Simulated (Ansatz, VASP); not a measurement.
**MgO: VASP beside Ansatz**

File INCAR:

```
SYSTEM = MgO
ALGO = Normal
EDIFF = 1E-7
ENCUT = 520
GGA = PE
ISIF = 2
ISMEAR = 0
LASPH = .TRUE.
LCHARG = .FALSE.
LREAL = .FALSE.
LWAVE = .FALSE.
NBANDS = 16
NELM = 80
PREC = Accurate
SIGMA = 0.05
```

The input KPOINTS:

```
k-points
0
G
  9 9 6
  0 0 0
```

File POSCAR:

```
MgO
1.0
    3.6270000000      0.0000000000      0.0000000000
   -1.8135000000      3.1410741395      0.0000000000
    0.0000000000      0.0000000000      4.1122000000
Mg O
2 2
Direct
    0.6666666667      0.3333333333      0.7500000000
    0.3333333333      0.6666666667      0.2500000000
    0.6666666667      0.3333333333      0.2500000000
    0.3333333333      0.6666666667      0.7500000000
```

Input for Ansatz:

```yaml
crystal:
  lattice:
    - [3.627, 0.0, 0.0]
    - [-1.8135, 3.1410741395, 0.0]
    - [0.0, 0.0, 4.1122]
  atoms:
    - { symbol: Mg, position: [0.6666666667, 0.3333333333, 0.75] }
    - { symbol: Mg, position: [0.3333333333, 0.6666666667, 0.25] }
    - { symbol: O, position: [0.6666666667, 0.3333333333, 0.25] }
    - { symbol: O, position: [0.3333333333, 0.6666666667, 0.75] }
basis:
  ecutwfc: 520.0
kpoints:
  mp_grid: { grid: [9, 9, 6] }
hamiltonian:
  xc: pbe
  pseudopotentials: { kind: paw, azcp: { folder: soft_1 } }
scf:
  occupations: { method: gaussian, width: 0.05 }
output:
  forces: true
  stress: true
  eigenvalues: true
```

Alike in both runs: task single point; functional PBE; k mesh 9 × 9 × 6; occupations gaussian, width 0.05 eV; no spin polarisation.

|  | VASP | Ansatz |
| --- | --- | --- |
| version | VASP 6.6.1 | Ansatz 0.2.0 |
| potentials or method | VASP PAW PBE potentials, release 64 (Mg, O), cutoff 520 eV | scalar-relativistic, plane waves, PAW |
| valence electrons in the cell | 16 | 32 |

```tsv
	VASP	Ansatz	Ansatz less VASP
gap on the k mesh at the Fermi level (eV)	3.21	3.23	+0.019
least direct gap on the mesh (eV)	3.21	3.23	+0.019
pressure (GPa)	-2.8	-2.2	+0.58
traceless stress, the component that is largest in VASP (GPa)	5.68	5.75	+0.064
```

VASP's potentials hold 16 valence electrons a cell and Ansatz's 32, so a difference there can come from the potentials and not from the codes.
